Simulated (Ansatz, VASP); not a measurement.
## Mg: VASP beside Ansatz

```
Mg
1.0
     0.00000    2.24426    2.24426
     2.24426    0.00000    2.24426
     2.24426    2.24426    0.00000
Mg
1
Direct
  0.00000 0.00000 0.00000
```

Alike in both runs: functional B3LYP; k mesh 7 × 7 × 7; occupations fermi-dirac, width 0.05 eV; no spin polarisation.

|  | VASP | Ansatz |
| --- | --- | --- |
| version | VASP 6.6.1 | Ansatz 0.2.0 |
| potentials or method | VASP PAW PBE potentials, release 64 (Mg) | PseudoDojo stringent (PBE files) |
| plane-wave cutoff (eV) | 520 | 1143 |
| valence electrons in the cell | 2 | 10 |
| task | single point | density of states |

Ansatz gave:

```
gap on the k mesh at the Fermi level (eV) : none
pressure (GPa)                            : 1.2
```

Question: Which values does VASP return?

Answer: gap on the k mesh at the Fermi level (eV): none; pressure (GPa): 0.9.

VASP's potentials were made for PBE, not for B3LYP. A gap of «none» marks a metal or a gap that the smearing closes. VASP's potentials hold 2 valence electrons a cell and Ansatz's 10, so a difference there can come from the potentials and not from the codes.

Noted on Ansatz's run: the potentials were made for another functional, which shifts forces and pressure.
